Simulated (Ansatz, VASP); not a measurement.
## One calculation of TiS2, two programs

```
CELL_PARAMETERS angstrom
3.41446 0.00000 0.00000
-1.70723 2.95701 0.00000
0.00000 0.00000 29.52000
ATOMIC_POSITIONS crystal
S 0.33333 0.66667 0.23749
S 0.66667 0.33333 0.33365
Ti 0.00000 0.00000 0.28557
```

Alike in both runs: functional PBE; k mesh 12 × 12 × 1; occupations gaussian, width 0.08 eV; no spin polarisation.

Ansatz relaxed the structure, and its values are those at the end. VASP's run is a single point on that final structure, the one shown.

|  | VASP | Ansatz |
| --- | --- | --- |
| version | VASP 6.6.1 | Ansatz 0.2.0 |
| potentials or method | VASP PAW PBE potentials, release 64 (S, Ti_sv), cutoff 400 eV | scalar-relativistic, plane waves, PAW |
| valence electrons in the cell | 24 | 24 |

|  | VASP | Ansatz | Ansatz less VASP |
| --- | --- | --- | --- |
| gap on the k mesh at the Fermi level (eV) | 0.05 | 0.06 | +0.005 |
| least direct gap on the mesh (eV) | 0.43 | 0.43 | +0.001 |
| rms of the force components (eV/Å) | 0.008 | 0.000 | -0.0076 |

Ansatz's warnings: slab cell height set, structure snapped to symmetry.
